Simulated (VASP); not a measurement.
# CdS (P6_3mc) in VASP: further runs

CdS is run at these levels: PBE; tasks: single point.

Everything below comes from runs of VASP 6.6.1. Logs are shortened: lines on timing, memory, paths and dates and some standing lists are left out, and cuts for length are marked.

### 1 The cell of the first run

The structure is hexagonal, space group P6_3mc (No. 186). Conventional cell: a = 4.135 Å, b = 4.135 Å, c = 6.749 Å, α = 90.00°, β = 90.00°, γ = 120.00°. Within 3.3 Å of Cd (site symmetry 3m) lie 4 S at 2.51 to 2.60 Å. S (site symmetry 3m) has 4 Cd at 2.51 to 2.60 Å within 3.3 Å.

### 2 Single point, PBE

File INCAR:

```
SYSTEM = CdS
PREC = Accurate
ENCUT = 500
EDIFF = 1E-6
ISMEAR = -1
SIGMA = 0.05
LREAL = .FALSE.
LASPH = .TRUE.
NELM = 120
ALGO = Normal
ISIF = 2
LWAVE = .FALSE.
LCHARG = .FALSE.
GGA = PE
NBANDS = 26
GGA_COMPAT = .FALSE.
```

File KPOINTS:

```
regular mesh
0
G
  5 5 3
  0 0 0
```

File POSCAR:

```
CdS
1.0
    4.1347992000      0.0000000000      0.0000000000
   -2.0673996000      3.5808411500      0.0000000000
    0.0000000000      0.0000000000      6.7490000000
Cd S
2 2
Direct
    0.3333333300      0.6666666700      0.0000000000
    0.6666666700      0.3333333300      0.5000000000
    0.3333333300      0.6666666700      0.3850000000
    0.6666666700      0.3333333300      0.8850000000
```

Potentials or basis: VASP PAW PBE potentials, release 64 (Cd, S).

Run with:

```console
$ cat potpaw_PBE.64/Cd/POTCAR potpaw_PBE.64/S/POTCAR > POTCAR
$ mpirun -np 1 vasp_std > vasp.out
```

OUTCAR:

```text
SYSTEM = CdS
   PREC = Accurate
   ENCUT = 500
   EDIFF = 1E-6
   ISMEAR = -1
   LREAL = .FALSE.
   LASPH = .TRUE.
   NELM = 120
   ISIF = 2
   GGA = PE

 ion  position               nearest neighbor table
   1  0.333  0.667  0.000-   4 2.51   4 2.51   4 2.51   3 2.60
   2  0.667  0.333  0.500-   3 2.51   3 2.51   3 2.51   4 2.60
   3  0.333  0.667  0.385-   2 2.51   2 2.51   2 2.51   1 2.60
   4  0.667  0.333  0.885-   1 2.51   1 2.51   1 2.51   2 2.60

  LATTYP: Found a hexagonal cell.
 ALAT       =     4.1347992000
 C/A-ratio  =     1.6322437133

  Lattice vectors:

 A1 = (   4.1347992000,   0.0000000000,   0.0000000000)
 A2 = (  -2.0673996000,   3.5808411500,   0.0000000000)
 A3 = (   0.0000000000,   0.0000000000,   6.7490000000)

Analysis of symmetry for initial positions (statically):
=====================================================================
 Subroutine PRICEL returns:
 Original cell was already a primitive cell.

 Routine SETGRP: Setting up the symmetry group for a
 hexagonal supercell.

 Subroutine GETGRP returns: Found 12 space group operations
 (whereof  6 operations were pure point group operations)
 out of a pool of 24 trial point group operations.

The static configuration has the point symmetry C_3v.
 The point group associated with its full space group is C_6v.

Analysis of symmetry for dynamics (positions and initial velocities):
=====================================================================
 Subroutine PRICEL returns:
 Original cell was already a primitive cell.

 Routine SETGRP: Setting up the symmetry group for a
 hexagonal supercell.

 Subroutine GETGRP returns: Found 12 space group operations
 (whereof  6 operations were pure point group operations)
 out of a pool of 24 trial point group operations.

The dynamic configuration has the point symmetry C_3v.
 The point group associated with its full space group is C_6v.

 Subroutine INISYM returns: Found 12 space group operations
 (whereof  6 operations are pure point group operations),
 and found     1 'primitive' translations

----------------------------------------------------------------------------------------

                                     Primitive cell

  volume of cell :      99.9261

  direct lattice vectors                    reciprocal lattice vectors
     4.134799200  0.000000000  0.000000000     0.241849713  0.139631997  0.000000000
    -2.067399600  3.580841150  0.000000000     0.000000000  0.279263994  0.000000000
     0.000000000  0.000000000  6.749000000     0.000000000  0.000000000  0.148170099

  length of vectors
     4.134799200  4.134799203  6.749000000     0.279263994  0.279263994  0.148170099

  position of ions in fractional coordinates (direct lattice)
     0.333333330  0.666666670  0.000000000
     0.666666670  0.333333330  0.500000000
     0.333333330  0.666666670  0.385000000
     0.666666670  0.333333330  0.885000000

  ion indices of the primitive-cell ions
   primitive index   ion index
                 1           1
                 2           2
                 3           3
                 4           4

----------------------------------------------------------------------------------------

 KPOINTS: regular mesh

Automatic generation of k-mesh.
 Grid dimensions read from file:
 generate k-points for:    5    5    3

 Generating k-lattice:

  Cartesian coordinates                     Fractional coordinates (reciprocal lattice)
     0.048369943  0.027926399  0.000000000     0.200000000  0.000000000  0.000000000
     0.000000000  0.055852799  0.000000000     0.000000000  0.200000000  0.000000000
     0.000000000  0.000000000  0.049390033     0.000000000  0.000000000  0.333333333

  Length of vectors
     0.055852799  0.055852799  0.049390033

  Shift w.r.t. Gamma in fractional coordinates (k-lattice)
     0.000000000  0.000000000  0.000000000

 Subroutine IBZKPT returns following result:
 ===========================================

 Found     10 irreducible k-points:

 Following reciprocal coordinates:
            Coordinates               Weight
  0.000000  0.000000  0.000000      1.000000
  0.200000  0.000000  0.000000      6.000000
  0.400000  0.000000  0.000000      6.000000
  0.200000  0.200000  0.000000      6.000000
  0.400000  0.200000  0.000000      6.000000
  0.000000  0.000000  0.333333      2.000000
  0.200000  0.000000  0.333333     12.000000
  0.400000  0.000000  0.333333     12.000000
  0.200000  0.200000  0.333333     12.000000
  0.400000  0.200000  0.333333     12.000000
   k-points           NKPTS =     10   k-points in BZ     NKDIM =     10   number of bands    NBANDS=     26
   number of dos      NEDOS =    301   number of ions     NIONS =      4
   total plane-waves  NPLWV =  45000
   dimension x,y,z NGX =    30 NGY =   30 NGZ =   50
   dimension x,y,z NGXF=    60 NGYF=   60 NGZF=  100
   ions per type =               2   2
   NGX,Y,Z   is equivalent  to a cutoff of  12.06, 12.06, 12.32 a.u.
   NGXF,Y,Z  is equivalent  to a cutoff of  24.12, 24.12, 24.63 a.u.
 SYSTEM =  CdS
   PREC   = accura    normal or accurate (medium, high low for compatibility)
   ISTART =      0    job   : 0-new  1-cont  2-samecut
   ICHARG =      2    charge: 1-file 2-atom 10-const
   ISPIN  =      1    spin polarized calculation?
   LNONCOLLINEAR =      F non collinear calculations
   LSORBIT =      F    spin-orbit coupling
   LASPH  =      T    aspherical Exc in radial PAW
   ENCUT  =  500.0 eV  36.75 Ry    6.06 a.u.   7.54  7.54 12.30*2*pi/ulx,y,z
   NELM   =    120;   NELMIN=  2; NELMDL= -5     # of ELM steps
   EDIFF  = 0.1E-05   stopping-criterion for ELM
   LREAL  =      F    real-space projection
   EDIFFG = 0.1E-04   stopping-criterion for IOM
   NSW    =      0    number of steps for IOM
   IBRION =     -1    ionic relax: 0-MD 1-quasi-New 2-CG
   NFREE  =      0    steps in history (QN), initial steepest desc. (CG)
   ISIF   =      2    stress and relaxation
   ISYM   =      2    0-nonsym 1-usesym 2-fastsym
   POTIM  = 0.5000    time-step for ionic-motion
   TEBEG  =    0.0;   TEEND  =   0.0 temperature during run
   PSTRESS=    0.0 pullay stress
   NELECT =      36.0000    total number of electrons
   NUPDOWN=      -1.0000    fix difference up-down
   EMIN   =  10.00;   EMAX   =-10.00  energy-range for DOS
   EFERMI =   0.00;   METHOD = LEGACY
   ISMEAR =    -1;   SIGMA  =   0.05  broadening in eV -4-tet -1-fermi 0-gaus
   EFERMI_NEDOS =   21; number of points for ismear=-14 and -15
   IALGO  =     38    algorithm
   IMIX   =      4    mixing-type and parameters
     AMIX     =   0.40;   BMIX     =  1.00
     AMIX_MAG =   1.60;   BMIX_MAG =  1.00
  volume/ion in A,a.u.               =      24.98       168.58
  Fermi-wavevector in a.u.,A,eV,Ry     =   1.164884  2.201312 18.462491  1.356955
  Thomas-Fermi vector in A             =   2.301417
   LORBIT       =      0    0 simple, 1 ext, 2 COOP (PROOUT), +10 PAW based schemes
   GGA     = PE    functional components
   LHFCALC =     F    Hartree Fock is set to
   AEXX    =    0.0000 exact exchange contribution
   IVDW    =     0    specifies the selected vdW correction
   LEPSILON=     F    determine dielectric tensor
   LRPA    =     F    only Hartree local field effects (RPA)
 non-spin polarized calculation
  energy-cutoff  :      500.00
  volume of cell :       99.93
 maximum number of plane-waves:      2563
 NGX is ok and might be reduce to    30
   NGX = 15   NGY = 15   NGZ = 25

 number of electron      35.9999979 magnetization

 Free energy of the ion-electron system (eV)
  ---------------------------------------------------
  ext. energy  EPLUGINS =         0.00000000
  ---------------------------------------------------
  free energy    TOTEN  =       -12.23194640 eV

  energy without entropy =      -12.23194613  energy(sigma->0) =      -12.23194627

 E-fermi :   1.8898     XC(G=0):  -9.1078

 val. band max:        1.2524918433   @ k =   0.0000   0.0000   0.0000
 cond. band min:       2.4796092310   @ k =   0.0000   0.0000   0.0000
 fundamental gap:      1.2271173877
 Fermi energy:         1.8897839580

 k-point     1 :       0.0000    0.0000    0.0000
  band No.  band energies     occupation
      1     -11.0793      2.00000
      2     -10.6685      2.00000
      3      -6.4529      2.00000
      4      -6.4529      2.00000
      5      -6.3839      2.00000
      6      -6.3839      2.00000
[... 18 lines left out ...]
     25       8.7946      0.00000
     26       8.9239      0.00000

 k-point     2 :       0.2000    0.0000    0.0000
  band No.  band energies     occupation
      1     -10.9462      2.00000
      2     -10.6082      2.00000
      3      -6.3934      2.00000
      4      -6.3824      2.00000
      5      -6.3129      2.00000
      6      -6.3047      2.00000
[... 18 lines left out ...]
     25       8.8768      0.00000
     26       9.6294      0.00000

 k-point     3 :       0.4000    0.0000    0.0000
  band No.  band energies     occupation
      1     -10.7068      2.00000
      2     -10.5335      2.00000
      3      -6.3255      2.00000
      4      -6.3207      2.00000
      5      -6.1763      2.00000
      6      -6.1383      2.00000
[... 18 lines left out ...]
     25       9.7043      0.00000
     26      10.7009      0.00000

 k-point     4 :       0.2000    0.2000    0.0000
  band No.  band energies     occupation
      1     -10.7575      2.00000
      2     -10.5439      2.00000
      3      -6.3501      2.00000
      4      -6.2965      2.00000
      5      -6.2124      2.00000
      6      -6.1954      2.00000
[... 18 lines left out ...]
     25       9.2554      0.00000
     26      10.2902      0.00000

 k-point     5 :       0.4000    0.2000    0.0000
  band No.  band energies     occupation
      1     -10.6129      2.00000
      2     -10.5337      2.00000
      3      -6.3430      2.00000
      4      -6.2441      2.00000
      5      -6.1545      2.00000
      6      -6.1146      2.00000
[... 18 lines left out ...]
     25      10.3484      0.00000
     26      10.5128      0.00000

 k-point     6 :       0.0000    0.0000    0.3333
  band No.  band energies     occupation
      1     -10.9743      2.00000
      2     -10.7680      2.00000
      3      -6.4400      2.00000
      4      -6.4400      2.00000
      5      -6.4055      2.00000
      6      -6.4055      2.00000
[... 18 lines left out ...]
     25       8.3644      0.00000
     26       8.3644      0.00000

 k-point     7 :       0.2000    0.0000    0.3333
  band No.  band energies     occupation
      1     -10.8574      2.00000
      2     -10.6875      2.00000
      3      -6.3738      2.00000
      4      -6.3678      2.00000
      5      -6.3348      2.00000
      6      -6.3294      2.00000
[... 18 lines left out ...]
     25       8.6905      0.00000
     26       9.1510      0.00000

 k-point     8 :       0.4000    0.0000    0.3333
  band No.  band energies     occupation
      1     -10.6565      2.00000
      2     -10.5694      2.00000
      3      -6.3159      2.00000
      4      -6.2826      2.00000
      5      -6.2353      2.00000
      6      -6.2094      2.00000
[... 18 lines left out ...]
     25       9.1958      0.00000
     26      10.4548      0.00000

 k-point     9 :       0.2000    0.2000    0.3333
  band No.  band energies     occupation
      1     -10.6975      2.00000
      2     -10.5902      2.00000
      3      -6.3136      2.00000
      4      -6.2912      2.00000
      5      -6.2357      2.00000
      6      -6.2315      2.00000
[... 18 lines left out ...]
     25       9.0734      0.00000
     26       9.9583      0.00000

 k-point    10 :       0.4000    0.2000    0.3333
  band No.  band energies     occupation
      1     -10.5855      2.00000
      2     -10.5457      2.00000
      3      -6.2896      2.00000
      4      -6.2525      2.00000
      5      -6.2038      2.00000
      6      -6.1859      2.00000
[... 18 lines left out ...]
     25       9.9672      0.00000
     26      10.4065      0.00000

------------------------ aborting loop because EDIFF is reached ----------------------------------------

  FORCE on cell =-STRESS in cart. coord.  units (eV):
  Direction    XX          YY          ZZ          XY          YZ          ZX
  --------------------------------------------------------------------------------------
  -------------------------------------------------------------------------------------
  Total        2.2915749      2.2915749      0.8136555      0.0000000      0.0000000      0.0000000
  in kB       36.7422478     36.7422479     13.0458465      0.0000000      0.0000000      0.0000000
  external PRESSURE =      28.8434474 kB  Pullay stress =       0.0000000 kB

 VOLUME and BASIS-vectors are now :
 -----------------------------------------------------------------------------
  energy-cutoff  :      500.00
  volume of cell :       99.93
      direct lattice vectors                 reciprocal lattice vectors
     4.134799200  0.000000000  0.000000000     0.241849713  0.139631997  0.000000000
    -2.067399600  3.580841150  0.000000000     0.000000000  0.279263994  0.000000000
     0.000000000  0.000000000  6.749000000     0.000000000  0.000000000  0.148170099

 POSITION                                       TOTAL-FORCE (eV/Angst)
 -----------------------------------------------------------------------------------
     -0.00000      2.38723      0.00000        -0.000000      0.000000      0.271781
      2.06740      1.19361      3.37450         0.000000     -0.000000      0.271781
     -0.00000      2.38723      2.59836        -0.000000      0.000000     -0.271781
      2.06740      1.19361      5.97286         0.000000     -0.000000     -0.271781
 -----------------------------------------------------------------------------------
    total drift:                               -0.000014      0.000008     -0.000646

  FREE ENERGIE OF THE ION-ELECTRON SYSTEM (eV)
  ---------------------------------------------------
  free  energy   TOTEN  =       -12.2319464007 eV

  energy  without entropy=      -12.2319461306  energy(sigma->0) =      -12.23194627
```

Run time: 24 s. Hardware: 1 thread of Intel Xeon Platinum 8259CL at 2.50GHz (Skylake/Cascade Lake), shared host; peak memory 0.19 GiB.

What came out:

| Property | Result |
| --- | --- |
| Free energy | -12.2319 eV |
| Pressure | 2.9 GPa |
| Largest force | 0.272 eV/Å |
| Band gap on the k mesh | 1.23 eV |

Forces in eV/Å, atoms in the order of the input:
```
Cd   0.000  0.000  0.272
Cd   0.000  0.000  0.272
S    0.000  0.000 -0.272
S    0.000  0.000 -0.272
```

Levels at points of the mesh, in eV from the valence-band top:
| k point | band 15 | band 16 | band 17 | band 18 | band 19 | band 20 | band 21 | band 22 |
| --- | --- | --- | --- | --- | --- | --- | --- | --- |
| (0.00, 0.00, 0.00) | -0.70 | -0.04 | 0.00 | 0.00 | 1.23 | 2.72 | 6.49 | 6.49 |

A hybrid or GW would open this gap; PBE tends to underestimate it.

### 3 Single point, PBE

File INCAR:

```
PREC = Accurate
ENCUT = 500
EDIFF = 1E-6
ISMEAR = -1
SIGMA = 0.05
LREAL = F
LASPH = T
NELM = 120
ALGO = Normal
ISIF = 2
LWAVE = F
LCHARG = F
GGA = PE
NBANDS = 26
GGA_COMPAT = F
```

File KPOINTS:

```
Automatic mesh
0
Gamma
  5 5 3
```

POSCAR is that of step 2.

Potentials or basis: VASP PAW PBE potentials, release 64 (Cd, S).

Run with:

```console
$ cat potpaw_PBE.64/Cd/POTCAR potpaw_PBE.64/S/POTCAR > POTCAR
$ mpirun -np 1 vasp_std > vasp.out
```

Wall time 25 s (1 thread of Intel Xeon Platinum 8259CL at 2.50GHz (Skylake/Cascade Lake), shared host); peak memory 0.2 GiB.

Results (log left out):

```yaml
Free_energy: -12.2319 eV
Pressure: 2.9 GPa
Largest_force: 0.272 eV/Å
Band_gap_on_the_k_mesh: 1.23 eV
```

Forces in eV/Å, atoms in the order of the input:
```
Cd   0.000  0.000  0.272
Cd   0.000  0.000  0.272
S    0.000  0.000 -0.272
S    0.000  0.000 -0.272
```

Stress tensor (GPa, compression positive):
```
3.67 0.00 0.00
0.00 3.67 0.00
0.00 0.00 1.30
```

Levels at points of the mesh, in eV from the valence-band top:
| k point | band 14 | band 15 | band 16 | band 17 | band 18 | band 19 | band 20 | band 21 | band 22 | band 23 |
| --- | --- | --- | --- | --- | --- | --- | --- | --- | --- | --- |
| (0.00, 0.00, 0.00) | -0.70 | -0.70 | -0.04 | 0.00 | 0.00 | 1.23 | 2.72 | 6.49 | 6.49 | 6.76 |

A hybrid or GW would open this gap; PBE tends to underestimate it.

### 4 Single point, PBE

File INCAR:

```
PREC = Accurate ; ENCUT = 500
EDIFF = 1E-6 ; ISMEAR = 1
SIGMA = 0.171 ; LREAL = F
LASPH = T ; NELM = 120
ALGO = Normal ; ISIF = 2
LWAVE = F ; LCHARG = F
GGA = PE ; NBANDS = 26
GGA_COMPAT = F
```

KPOINTS is that of step 3.

POSCAR is that of step 3.

Run with:

```console
$ cat potpaw_PBE.64/Cd/POTCAR potpaw_PBE.64/S/POTCAR > POTCAR
$ mpirun -np 1 vasp_std > vasp.out
```

It took 28 s on 1 thread of Intel Xeon Platinum 8259CL at 2.50GHz (Skylake/Cascade Lake), shared host; peak memory 0.19 GiB.

Results (log left out):

* Free energy: -12.2315 eV
* Pressure: 2.9 GPa
* Largest force: 0.272 eV/Å
* Band gap on the k mesh: 1.23 eV

Forces on the atoms (eV/Å):
```
Cd   0.000  0.000  0.272
Cd   0.000  0.000  0.272
S    0.000  0.000 -0.272
S    0.000  0.000 -0.272
```

Stress tensor (GPa, compression positive):
```
3.67 0.00 0.00
0.00 3.67 0.00
0.00 0.00 1.30
```

Levels at points of the mesh, in eV from the valence-band top:
| k point | band 15 | band 16 | band 17 | band 18 | band 19 | band 20 | band 21 | band 22 |
| --- | --- | --- | --- | --- | --- | --- | --- | --- |
| (0.00, 0.00, 0.00) | -0.70 | -0.04 | 0.00 | 0.00 | 1.23 | 2.72 | 6.49 | 6.49 |
